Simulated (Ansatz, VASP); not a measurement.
**One calculation of Rh, two programs**

```
Rh
1.0
     0.00000    1.90299    1.90299
     1.90299    0.00000    1.90299
     1.90299    1.90299    0.00000
Rh
1
Direct
  0.00000 0.00000 0.00000
```

Alike in both runs: task electric field gradients; functional PBEsol; k mesh 18 × 18 × 18; occupations fermi-dirac, width 0.05 eV; no spin polarisation.

|  | VASP | Ansatz |
| --- | --- | --- |
| version | VASP 6.6.1 | Ansatz 0.2.0 |
| potentials or method | VASP PAW PBE potentials, release 64 (Rh_pv) | PAW with Ansatz's default frozen-core files, scalar-relativistic |
| plane-wave cutoff (eV) | 400 | 420 |
| valence electrons in the cell | 15 | 17 |

|  | VASP | Ansatz | Ansatz less VASP |
| --- | --- | --- | --- |
| pressure (GPa) | -7.0 | -5.7 | +1.24 |

VASP's potentials were made for PBE, not for PBEsol. VASP's potentials hold 15 valence electrons a cell and Ansatz's 17, so a difference there can come from the potentials and not from the codes.
